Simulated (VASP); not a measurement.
# Na2HgH4 (F-43m) in VASP: notebook, part 2 of 3

VASP 6.6.1. The steps go on from the part before.

### 3 Single point, PBE

This run uses another cell than the first one, of 16.69 Å³/atom.

File INCAR:

```
SYSTEM = Na2HgH4
PREC     = Accurate       ! precision mode
ENCUT    = 520            ! plane-wave cutoff, eV
EDIFF    = 1E-6           ! SCF threshold, eV
ISMEAR   = 0              ! smearing method
SIGMA    = 0.1            ! smearing width, eV
LREAL    = .FALSE.        ! projectors in reciprocal space
LASPH    = .TRUE.         ! aspherical terms in the spheres
NELM     = 60             ! most SCF steps
ALGO     = Normal         ! electronic algorithm
ISIF     = 2              ! what is computed and relaxed
LWAVE    = .FALSE.        ! write WAVECAR
LCHARG   = .TRUE.         ! write CHGCAR
GGA      = PE             ! functional
LELF     = .TRUE.         ! ELF
LVHAR    = .TRUE.       
NBANDS   = 24             ! bands
```

File KPOINTS:

```
regular mesh
0
G
  4 4 4
  0 0 0
```

File POSCAR:

```
Na2HgH4
1.0
    0.0000000000      3.8800586900      3.8800586900
    3.8800586900      0.0000000000      3.8800586900
    3.8800586900      3.8800586900      0.0000000000
Na Hg H
2 1 4
Direct
    0.7500000000      0.7500000000      0.7500000000
    0.5000000000      0.5000000000      0.5000000000
    0.2500000000      0.2500000000      0.2500000000
    0.9387156500      0.9387156500      0.9387156500
    0.9387156500      0.9387156500      0.1838530600
    0.9387156500      0.1838530600      0.9387156500
    0.1838530600      0.9387156500      0.9387156500
```

Potentials or basis: VASP PAW PBE potentials, release 64 (Na_pv, Hg, H).

Command:

```sh
cat potpaw_PBE.64/Na_pv/POTCAR potpaw_PBE.64/Hg/POTCAR potpaw_PBE.64/H/POTCAR > POTCAR
mpirun -np 1 vasp_std > vasp.out
```

OUTCAR:

```text
SYSTEM = Na2HgH4
   PREC = Accurate
   ENCUT = 520
   EDIFF = 1E-6
   ISMEAR = 0
   LREAL = .FALSE.
   LASPH = .TRUE.
   NELM = 60
   ISIF = 2
   GGA = PE

 ion  position               nearest neighbor table
   1  0.750  0.750  0.750-
   2  0.500  0.500  0.500-
   3  0.250  0.250  0.250-
   4  0.939  0.939  0.939-
   5  0.939  0.939  0.184-
   6  0.939  0.184  0.939-
   7  0.184  0.939  0.939-

  LATTYP: Found a face centered cubic cell.
 ALAT       =     7.7601173800

  Lattice vectors:

 A1 = (   0.0000000000,   3.8800586900,   3.8800586900)
 A2 = (   3.8800586900,   0.0000000000,   3.8800586900)
 A3 = (   3.8800586900,   3.8800586900,   0.0000000000)

Analysis of symmetry for initial positions (statically):
=====================================================================
 Subroutine PRICEL returns:
 Original cell was already a primitive cell.

 Routine SETGRP: Setting up the symmetry group for a
 face centered cubic supercell.

 Subroutine GETGRP returns: Found 24 space group operations
 (whereof 24 operations were pure point group operations)
 out of a pool of 48 trial point group operations.

The static configuration has the point symmetry T_d .

Analysis of symmetry for dynamics (positions and initial velocities):
=====================================================================
 Subroutine PRICEL returns:
 Original cell was already a primitive cell.

 Routine SETGRP: Setting up the symmetry group for a
 face centered cubic supercell.

 Subroutine GETGRP returns: Found 24 space group operations
 (whereof 24 operations were pure point group operations)
 out of a pool of 48 trial point group operations.

The dynamic configuration has the point symmetry T_d .

 Subroutine INISYM returns: Found 24 space group operations
 (whereof 24 operations are pure point group operations),
 and found     1 'primitive' translations

----------------------------------------------------------------------------------------

                                     Primitive cell

  volume of cell :     116.8274

  direct lattice vectors                    reciprocal lattice vectors
     0.000000000  3.880058690  3.880058690    -0.128864030  0.128864030  0.128864030
     3.880058690  0.000000000  3.880058690     0.128864030 -0.128864030  0.128864030
     3.880058690  3.880058690  0.000000000     0.128864030  0.128864030 -0.128864030

  length of vectors
     5.487231622  5.487231622  5.487231622     0.223199047  0.223199047  0.223199047

  position of ions in fractional coordinates (direct lattice)
     0.750000000  0.750000000  0.750000000
     0.500000000  0.500000000  0.500000000
     0.250000000  0.250000000  0.250000000
     0.938715650  0.938715650  0.938715650
     0.938715650  0.938715650  0.183853060
     0.938715650  0.183853060  0.938715650
     0.183853060  0.938715650  0.938715650

  ion indices of the primitive-cell ions
   primitive index   ion index
                 1           1
                 2           2
                 3           3
                 4           4
                 5           5
                 6           6
                 7           7

[... 27 lines left out ...]
            Coordinates               Weight
  0.000000  0.000000  0.000000      1.000000
  0.250000  0.000000  0.000000      8.000000
  0.500000  0.000000  0.000000      4.000000
  0.250000  0.250000  0.000000      6.000000
  0.500000  0.250000  0.000000     24.000000
 -0.250000  0.250000  0.000000     12.000000
  0.500000  0.500000  0.000000      3.000000
 -0.250000  0.500000  0.250000      6.000000
   k-points           NKPTS =      8   k-points in BZ     NKDIM =      8   number of bands    NBANDS=     24
   number of dos      NEDOS =    301   number of ions     NIONS =      7
   total plane-waves  NPLWV =  74088
   dimension x,y,z NGX =    42 NGY =   42 NGZ =   42
   dimension x,y,z NGXF=    84 NGYF=   84 NGZF=   84
   ions per type =               2   1   4
   NGX,Y,Z   is equivalent  to a cutoff of  12.72, 12.72, 12.72 a.u.
   NGXF,Y,Z  is equivalent  to a cutoff of  25.45, 25.45, 25.45 a.u.
 SYSTEM =  Na2HgH4
   PREC   = accura    normal or accurate (medium, high low for compatibility)
   ISTART =      0    job   : 0-new  1-cont  2-samecut
   ICHARG =      2    charge: 1-file 2-atom 10-const
   ISPIN  =      1    spin polarized calculation?
   LNONCOLLINEAR =      F non collinear calculations
   LSORBIT =      F    spin-orbit coupling
   LASPH  =      T    aspherical Exc in radial PAW
   ENCUT  =  520.0 eV  38.22 Ry    6.18 a.u.  10.20 10.20 10.20*2*pi/ulx,y,z
   NELM   =     60;   NELMIN=  2; NELMDL= -5     # of ELM steps
   EDIFF  = 0.1E-05   stopping-criterion for ELM
   LREAL  =      F    real-space projection
   EDIFFG = 0.1E-04   stopping-criterion for IOM
   NSW    =      0    number of steps for IOM
   IBRION =     -1    ionic relax: 0-MD 1-quasi-New 2-CG
   NFREE  =      0    steps in history (QN), initial steepest desc. (CG)
   ISIF   =      2    stress and relaxation
   ISYM   =      2    0-nonsym 1-usesym 2-fastsym
   POTIM  = 0.5000    time-step for ionic-motion
   TEBEG  =    0.0;   TEEND  =   0.0 temperature during run
   PSTRESS=    0.0 pullay stress
   NELECT =      30.0000    total number of electrons
   NUPDOWN=      -1.0000    fix difference up-down
   EMIN   =  10.00;   EMAX   =-10.00  energy-range for DOS
   EFERMI =   0.00;   METHOD = LEGACY
   ISMEAR =     0;   SIGMA  =   0.10  broadening in eV -4-tet -1-fermi 0-gaus
   EFERMI_NEDOS =   21; number of points for ismear=-14 and -15
   IALGO  =     38    algorithm
   IMIX   =      4    mixing-type and parameters
     AMIX     =   0.40;   BMIX     =  1.00
     AMIX_MAG =   1.60;   BMIX_MAG =  1.00
  volume/ion in A,a.u.               =      16.69       112.63
  Fermi-wavevector in a.u.,A,eV,Ry     =   1.040560  1.966372 14.731902  1.082764
  Thomas-Fermi vector in A             =   2.175141
   LORBIT       =      0    0 simple, 1 ext, 2 COOP (PROOUT), +10 PAW based schemes
   GGA     = PE    functional components
   LHFCALC =     F    Hartree Fock is set to
   AEXX    =    0.0000 exact exchange contribution
   IVDW    =     0    specifies the selected vdW correction
   LEPSILON=     F    determine dielectric tensor
   LRPA    =     F    only Hartree local field effects (RPA)
 non-spin polarized calculation
 Gauss-broadening in eV      SIGMA  =   0.10
  energy-cutoff  :      520.00
  volume of cell :      116.83
 maximum number of plane-waves:      3156
 NGX is ok and might be reduce to    42
   NGX = 21   NGY = 21   NGZ = 21

 number of electron      30.0000018 magnetization

 Free energy of the ion-electron system (eV)
  ---------------------------------------------------
  ext. energy  EPLUGINS =         0.00000000
  ---------------------------------------------------
  free energy    TOTEN  =       -10.90172008 eV

  energy without entropy =      -10.87940935  energy(sigma->0) =      -10.89056472

 E-fermi :   0.3095     XC(G=0):  -7.8428

 val. band max:        0.2414445906   @ k =   0.5000   0.0000   0.0000
 cond. band min:       0.3173806721   @ k =   0.2500   0.2500   0.0000
 fundamental gap:      0.0759360815
 Fermi energy:         0.3094693228

 k-point     1 :       0.0000    0.0000    0.0000
  band No.  band energies     occupation
      1     -24.7176      2.00000
      2     -24.7176      2.00000
      3     -24.7176      2.00000
      4     -23.8955      2.00000
      5     -23.8955      2.00000
      6     -23.8955      2.00000
[... 205 lines left out ...]
     23       7.4851      0.00000
     24       8.8130      0.00000

------------------------ aborting loop because EDIFF is reached ----------------------------------------

  FORCE on cell =-STRESS in cart. coord.  units (eV):
  Direction    XX          YY          ZZ          XY          YZ          ZX
  --------------------------------------------------------------------------------------
  -------------------------------------------------------------------------------------
  Total       -2.0277296     -2.0277296     -2.0277296      0.0000000      0.0000000     -0.0000000
  in kB      -27.8083836    -27.8083836    -27.8083836      0.0000000      0.0000000     -0.0000000
  external PRESSURE =     -27.8083836 kB  Pullay stress =       0.0000000 kB

 VOLUME and BASIS-vectors are now :
 -----------------------------------------------------------------------------
  energy-cutoff  :      520.00
  volume of cell :      116.83
      direct lattice vectors                 reciprocal lattice vectors
     0.000000000  3.880058690  3.880058690    -0.128864030  0.128864030  0.128864030
     3.880058690  0.000000000  3.880058690     0.128864030 -0.128864030  0.128864030
     3.880058690  3.880058690  0.000000000     0.128864030  0.128864030 -0.128864030

 POSITION                                       TOTAL-FORCE (eV/Angst)
 -----------------------------------------------------------------------------------
      5.82009      5.82009      5.82009         0.000000     -0.000000     -0.000000
      3.88006      3.88006      3.88006         0.000000     -0.000000     -0.000000
      1.94003      1.94003      1.94003         0.000000     -0.000000     -0.000000
      7.28454      7.28454      7.28454        -0.378436     -0.378436     -0.378436
      4.35563      4.35563      7.28454         0.378436      0.378436     -0.378436
      4.35563      7.28454      4.35563         0.378436     -0.378436      0.378436
      7.28454      4.35563      4.35563        -0.378436      0.378436      0.378436
 -----------------------------------------------------------------------------------
    total drift:                               -0.000002     -0.000002     -0.000002

  FREE ENERGIE OF THE ION-ELECTRON SYSTEM (eV)
  ---------------------------------------------------
  free  energy   TOTEN  =       -10.9017200813 eV

  energy  without entropy=      -10.8794093531  energy(sigma->0) =      -10.89056472
```

Wall time 24 s (1 thread of Intel Xeon Platinum 8488C (Sapphire Rapids), shared host); peak memory 0.25 GiB.

Results:

| Property | Result |
| --- | --- |
| Free energy | -10.9017 eV |
| Pressure | -2.8 GPa |
| Largest force | 0.655 eV/Å |
| Band gap on the k mesh | zero (bands 15 and 16 overlap by 0.54 eV) |

Forces on the atoms (eV/Å):
```
Na   0.000  0.000  0.000
Na   0.000  0.000  0.000
Hg   0.000  0.000  0.000
H   -0.378 -0.378 -0.378
H    0.378  0.378 -0.378
H    0.378 -0.378  0.378
H   -0.378  0.378  0.378
```

Levels at points of the mesh, in eV from the Fermi level:
```tsv
k point	band 11	band 12	band 13	band 14	band 15	band 16	band 17	band 18	band 19	band 20
(0.00, 0.00, 0.00)	-6.43	-6.43	-3.61	0.26	0.26	0.26	2.66	2.80	2.80	2.80
(0.50, 0.00, 0.00)	-6.42	-6.39	-3.97	-1.33	-0.07	-0.07	2.68	2.68	3.01	3.86
(0.50, 0.50, 0.00)	-6.42	-6.39	-3.95	-0.81	-0.81	-0.28	0.23	4.05	4.05	5.05
```

Caveat: spin-orbit coupling is left out, which moves the levels of the heavy elements.

### 4 Relaxation of cell and atoms, PBE

This run uses another cell than the first one, of 16.69 Å³/atom.

File INCAR:

```
PREC = Accurate
ENCUT = 600
EDIFF = 1E-7
ISMEAR = 0
SIGMA = 0.1
LREAL = F
LASPH = T
NELM = 60
ALGO = Normal
ISIF = 3
LWAVE = F
LCHARG = F
GGA = PE
IBRION = 2
NSW = 90
EDIFFG = -0.04
```

File KPOINTS:

```
Automatic mesh
0
Gamma
  4 4 4
```

POSCAR is that of step 3.

Command:

```sh
cat potpaw_PBE.64/Na_pv/POTCAR potpaw_PBE.64/Hg/POTCAR potpaw_PBE.64/H/POTCAR > POTCAR
mpirun -np 1 vasp_std > vasp.out
```

Wall time 2.3 min (1 thread of Intel Xeon Platinum 8488C (Sapphire Rapids), shared host); peak memory 0.35 GiB.

The run converged. Its results:

```yaml
Free_energy: -11.3909 eV
Relaxed_volume: 13.02 Å³/atom
Relaxed_cell: a = 5.052 Å, b = 5.052 Å, c = 5.052 Å, α = 60.00°, β = 60.00°, γ = 60.00°
Space_group_after_relaxing_to_0.1_Å: F-43m (No. 216)
Energy_gained_by_relaxing: 69.7 meV/atom
Ionic_steps: 6
Pressure_after_relaxing: 0.2 GPa
Largest_force_after_relaxing: 0.014 eV/Å
Band_gap_on_the_k_mesh: zero (bands 15 and 16 overlap by 0.49 eV)
```

Forces on the atoms (eV/Å):
```
Na   0.000  0.000  0.000
Na   0.000  0.000  0.000
Hg   0.000  0.000  0.000
H    0.008  0.008  0.008
H   -0.008 -0.008  0.008
H   -0.008  0.008 -0.008
H    0.008 -0.008 -0.008
```

The path:
```tsv
step	energy change (eV)	largest force (eV/Å)	pressure (GPa)	volume (Å³)
1	0.0000	0.6519	-2.73	116.83
2	-0.1515	0.5089	-2.60	112.08
3	-0.4476	0.1471	-1.35	98.62
4	0.0784	0.8077	8.45	75.02
5	-0.4807	0.0897	-0.54	94.40
6	-0.4879	0.0137	0.24	91.16
```

Final structure:
```
CELL_PARAMETERS angstrom
0.00000 3.57207 3.57207
3.57207 0.00000 3.57207
3.57207 3.57207 0.00000
ATOMIC_POSITIONS crystal
Na 0.75000 0.75000 0.75000
Na 0.50000 0.50000 0.50000
Hg 0.25000 0.25000 0.25000
H 0.92600 0.92600 0.92600
H 0.92600 0.92600 0.22201
H 0.92600 0.22201 0.92600
H 0.22201 0.92600 0.92600
```

Levels at points of the mesh, in eV from the Fermi level:
| k point | band 12 | band 13 | band 14 | band 15 | band 16 | band 17 | band 18 | band 19 |
| --- | --- | --- | --- | --- | --- | --- | --- | --- |
| (0.00, 0.00, 0.00) | -6.52 | -2.46 | 0.28 | 0.28 | 0.28 | 3.26 | 3.26 | 3.26 |
| (0.50, 0.00, 0.00) | -6.30 | -4.20 | -1.02 | -0.12 | -0.12 | 3.09 | 3.09 | 3.99 |
| (0.50, 0.50, 0.00) | -6.23 | -4.20 | -1.07 | -1.07 | -0.21 | 0.81 | 4.91 | 4.91 |

Caveat: the volume moved by over 15 % at a fixed basis, so the end points are rough; spin-orbit coupling is left out, which moves the levels of the heavy elements.

(Part 2 of 3 ends here.)

The gap in the log of VASP goes by the Fermi energy; the results here count the filled bands.